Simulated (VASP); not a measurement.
# HfB2 (P6/mmm) in VASP: further runs, part 2 of 2

VASP 6.6.1. Earlier steps stand in the parts before.

## 3. Single point, PBE

This run uses another cell than the first one, of 9.51 Å³/atom, 1.043 times its volume.

File INCAR:

```
  PREC = Accurate
  ENCUT = 520
  EDIFF = 1E-7
  ISMEAR = -1
  SIGMA = 0.05
  LREAL = False
  LASPH = True
  NELM = 80
  ALGO = Normal
  ISIF = 2
  LWAVE = False
  LCHARG = False
  GGA = PE
  NBANDS = 15
```

File KPOINTS:

```
regular mesh
0
Gamma
  11 11 8
```

File POSCAR:

```
HfB2
1.0
    3.0975623654      0.0000000000      0.0000000000
   -1.5487811827      2.6825679272      0.0000000000
    0.0000000000      0.0000000000      3.4329672075
Hf B
1 2
Direct
    0.0000000000      0.0000000000      0.0000000000
    0.3333333333      0.6666666667      0.5000000000
    0.6666666667      0.3333333333      0.5000000000
```

Potentials or basis: VASP PAW PBE potentials, release 64 (Hf_pv, B).

The run is started by

```bash
$ cat potpaw_PBE.64/Hf_pv/POTCAR potpaw_PBE.64/B/POTCAR > POTCAR
$ mpirun -np 1 vasp_std > vasp.out
```

OUTCAR:

```text
PREC = Accurate
   ENCUT = 520
   EDIFF = 1E-7
   ISMEAR = -1
   LREAL = False
   LASPH = True
   NELM = 80
   ISIF = 2
   GGA = PE

 ion  position               nearest neighbor table
   1  0.000  0.000  0.000-   2 2.48   3 2.48   2 2.48   3 2.48   3 2.48   3 2.48   2 2.48   2 2.48
                             3 2.48   3 2.48   2 2.48   2 2.48
   2  0.333  0.667  0.500-   3 1.79   3 1.79   3 1.79   1 2.48   1 2.48   1 2.48   1 2.48   1 2.48
                             1 2.48
   3  0.667  0.333  0.500-   2 1.79   2 1.79   2 1.79   1 2.48   1 2.48   1 2.48   1 2.48   1 2.48
                             1 2.48

  LATTYP: Found a hexagonal cell.
 ALAT       =     3.0975623654
 C/A-ratio  =     1.1082802548

  Lattice vectors:

 A1 = (   3.0975623654,   0.0000000000,   0.0000000000)
 A2 = (  -1.5487811827,   2.6825679272,   0.0000000000)
 A3 = (   0.0000000000,   0.0000000000,   3.4329672075)

Analysis of symmetry for initial positions (statically):
=====================================================================
 Subroutine PRICEL returns:
 Original cell was already a primitive cell.

 Routine SETGRP: Setting up the symmetry group for a
 hexagonal supercell.

 Subroutine GETGRP returns: Found 24 space group operations
 (whereof 24 operations were pure point group operations)
 out of a pool of 24 trial point group operations.

The static configuration has the point symmetry D_6h.

Analysis of symmetry for dynamics (positions and initial velocities):
=====================================================================
 Subroutine PRICEL returns:
 Original cell was already a primitive cell.

 Routine SETGRP: Setting up the symmetry group for a
 hexagonal supercell.

 Subroutine GETGRP returns: Found 24 space group operations
 (whereof 24 operations were pure point group operations)
 out of a pool of 24 trial point group operations.

The dynamic configuration has the point symmetry D_6h.

 Subroutine INISYM returns: Found 24 space group operations
 (whereof 24 operations are pure point group operations),
 and found     1 'primitive' translations
[... 122 lines left out ...]
   GGA     = PE    functional components
   LHFCALC =     F    Hartree Fock is set to
   AEXX    =    0.0000 exact exchange contribution
   IVDW    =     0    specifies the selected vdW correction
   LEPSILON=     F    determine dielectric tensor
   LRPA    =     F    only Hartree local field effects (RPA)
 non-spin polarized calculation
  energy-cutoff  :      520.00
  volume of cell :       28.53
 maximum number of plane-waves:       776
 NGX is ok and might be reduce to    24
   NGX = 11   NGY = 11   NGZ = 13

 number of electron      16.0000001 magnetization

 Free energy of the ion-electron system (eV)
  ---------------------------------------------------
  ext. energy  EPLUGINS =         0.00000000
  ---------------------------------------------------
  free energy    TOTEN  =       -26.35627428 eV

  energy without entropy =      -26.35498267  energy(sigma->0) =      -26.35562847

 E-fermi :   7.8628     XC(G=0): -12.7899

 val. band max:        7.7473388997   @ k =   0.0909   0.0909   0.2500
 cond. band min:       7.9691530925   @ k =   0.2727   0.1818   0.0000
 fundamental gap:      0.2218141928
 Fermi energy:         7.8627518653

 k-point     1 :       0.0000    0.0000    0.0000
  band No.  band energies     occupation
      1     -22.5117      2.00000
      2     -21.9598      2.00000
      3     -21.9598      2.00000
      4      -5.9912      2.00000
      5       4.8877      2.00000
      6       5.0121      2.00000
      7       5.0121      2.00000
      8       5.2295      2.00000
      9      12.2305      0.00000
     10      12.2305      0.00000
     11      12.8806      0.00000
     12      12.8806      0.00000
     13      13.1660      0.00000
     14      13.1660      0.00000
[... 401 lines left out ...]
      2     -22.3681      2.00000
      3     -22.0682      2.00000
      4      -4.5654      2.00000
      5       2.6057      2.00000
      6       3.6927      2.00000
      7       4.4419      2.00000
      8       6.5971      2.00000
      9       8.8689      0.00000
     10      11.6192      0.00000
     11      12.4282      0.00000
     12      13.2845      0.00000
     13      14.6072      0.00000
     14      15.3497      0.00000
     15      17.0074      0.00000

 [... further k-points ...]
[... 5 lines left out ...]
  --------------------------------------------------------------------------------------
  -------------------------------------------------------------------------------------
  Total        2.2479296      2.2479300      2.0946410      0.0000000     -0.0000000      0.0000000
  in kB      126.2562380    126.2562596    117.6466999      0.0000000     -0.0000000      0.0000000
  external PRESSURE =     123.3863992 kB  Pullay stress =       0.0000000 kB

 VOLUME and BASIS-vectors are now :
 -----------------------------------------------------------------------------
  energy-cutoff  :      520.00
  volume of cell :       28.53
      direct lattice vectors                 reciprocal lattice vectors
     3.097562365  0.000000000  0.000000000     0.322834501  0.186388570  0.000000000
    -1.548781183  2.682567927  0.000000000     0.000000000  0.372777140  0.000000000
     0.000000000  0.000000000  3.432967207     0.000000000  0.000000000  0.291293199

 POSITION                                       TOTAL-FORCE (eV/Angst)
 -----------------------------------------------------------------------------------
      0.00000      0.00000      0.00000         0.000000      0.000000      0.000000
     -0.00000      1.78838      1.71648         0.000000      0.000000      0.000000
      1.54878      0.89419      1.71648        -0.000000     -0.000000     -0.000000
 -----------------------------------------------------------------------------------
    total drift:                               -0.000000      0.000000      0.000000

  FREE ENERGIE OF THE ION-ELECTRON SYSTEM (eV)
  ---------------------------------------------------
  free  energy   TOTEN  =       -26.3562742766 eV

  energy  without entropy=      -26.3549826688  energy(sigma->0) =      -26.35562847
```

Wall time 18 s (1 thread of AMD EPYC 9R45 (Zen 5), shared host); peak memory 0.13 GiB.

Results:

| Item | Value |
| --- | --- |
| Free energy | -26.3563 eV |
| Pressure | 12.3 GPa |
| Band gap on the k mesh | zero (band 8 reaches 8.61 eV, above the bottom of band 9 at 7.46 eV) |

Stress tensor (GPa, compression positive):
```
12.63  0.00  0.00
 0.00 12.63  0.00
 0.00  0.00 11.76
```

Caveat: spin-orbit coupling is left out, which moves the levels of the heavy elements.

## 4. Single point, PBE

This run uses another cell than the first one, of 9.90 Å³/atom, 1.087 times its volume.

File INCAR:

```
  PREC = Accurate
  ENCUT = 520
  EDIFF = 1E-6
  ISMEAR = -1
  SIGMA = 0.05
  LREAL = F
  LASPH = T
  NELM = 80
  ALGO = Normal
  ISIF = 2
  LWAVE = F
  LCHARG = F
  GGA = PE
  NBANDS = 15
```

KPOINTS is that of step 3.

File POSCAR:

```
HfB2
1.0
    3.1400000000      0.0000000000      0.0000000000
   -1.5700000000      2.7193200000      0.0000000000
    0.0000000000      0.0000000000      3.4800000000
Hf B
1 2
Direct
    0.0000000000      0.0000000000      0.0000000000
    0.3333333333      0.6666666667      0.5000000000
    0.6666666667      0.3333333333      0.5000000000
```

The run is started by

```bash
$ cat potpaw_PBE.64/Hf_pv/POTCAR potpaw_PBE.64/B/POTCAR > POTCAR
$ mpirun -np 1 vasp_std > vasp.out
```

Wall time 17 s (1 thread of AMD EPYC 9R45 (Zen 5), shared host); peak memory 0.14 GiB.

The run converged. Its results:

* Free energy: -26.4048 eV
* Pressure: 1.0 GPa
* Band gap on the k mesh: zero (band 8 reaches 8.26 eV, above the bottom of band 9 at 7.17 eV)

Stress tensor (GPa, compression positive):
```
0.86 0.00 0.00
0.00 0.86 0.00
0.00 0.00 1.16
```

Levels at points of the mesh, in eV from the Fermi level:
```csv
k point,band 6,band 7,band 8,band 9,band 10,band 11
"(0.00, 0.00, 0.00)",-2.78,-2.78,-2.66,4.15,4.15,4.78
"(0.00, 0.00, 0.50)",-1.07,-1.07,0.44,0.44,1.12,1.12
```

Caveat: spin-orbit coupling is left out, which moves the levels of the heavy elements.

## 5. Single point, PBE

This run uses another cell than the first one, of 10.70 Å³/atom, 1.174 times its volume.

File INCAR:

```
PREC = Accurate
ENCUT = 520
EDIFF = 1E-6
ISMEAR = -1
SIGMA = 0.05
LREAL = False
LASPH = True
NELM = 60
ALGO = Normal
ISIF = 2
LWAVE = False
LCHARG = True
GGA = PE
LELF = True
LVHAR = True
NBANDS = 15
```

File KPOINTS:

```
Automatic mesh
0
Gamma
  11 11 8
```

File POSCAR:

```
HfB2
1.0
    3.2215946835      0.0000000000      0.0000000000
   -1.6107973418      2.7899830748      0.0000000000
    0.0000000000      0.0000000000      3.5704297767
Hf B
1 2
Direct
    0.0000000000      0.0000000000      0.0000000000
    0.3333333333      0.6666666667      0.5000000000
    0.6666666667      0.3333333333      0.5000000000
```

The run is started by

```bash
$ cat potpaw_PBE.64/Hf_pv/POTCAR potpaw_PBE.64/B/POTCAR > POTCAR
$ mpirun -np 1 vasp_std > vasp.out
```

It took 21 s on 1 thread of AMD EPYC 9R45 (Zen 5), shared host; peak memory 0.14 GiB.

Results (log left out):

```
Free energy            : -26.2852 eV
Pressure               : -16.1 GPa
Band gap on the k mesh : zero (band 8 reaches 7.62 eV, above the bottom of band 9 at 6.62 eV)
```

Stress tensor (GPa, compression positive):
```
-16.91   0.00   0.00
  0.00 -16.91   0.00
  0.00   0.00 -14.49
```

Levels at points of the mesh, in eV from the Fermi level:
```csv
k point,band 6,band 7,band 8,band 9,band 10,band 11
"(0.00, 0.00, 0.00)",-2.68,-2.64,-2.64,3.75,3.75,4.36
"(0.00, 0.00, 0.50)",-1.06,-1.06,0.40,0.40,1.04,1.04
```

Caveat: spin-orbit coupling is left out, which moves the levels of the heavy elements.

## 6. Summary

```tsv
cell	gap on the mesh (eV)	pressure (GPa)
a = 3.054, b = 3.054, c = 3.385 Å, angles 90.0, 90.0, 120.0°, 3 atoms	none	26.2
a = 3.098, b = 3.098, c = 3.433 Å, angles 90.0, 90.0, 120.0°, 3 atoms	none	12.3
a = 3.140, b = 3.140, c = 3.480 Å, angles 90.0, 90.0, 120.0°, 3 atoms	none	1.0
a = 3.222, b = 3.222, c = 3.570 Å, angles 90.0, 90.0, 120.0°, 3 atoms	none	-16.1
```

Alike in all rows: task single point; level PBE; potentials or basis VASP PAW PBE potentials, release 64 (Hf_pv, B); no spin polarisation; k mesh 11 × 11 × 8; cutoff (eV) 520; smearing fermi-dirac 0.05 eV.

Caveats: spin-orbit coupling is left out, which moves the levels of the heavy elements.

Absolute energies hang on the potentials; compare differences alone.
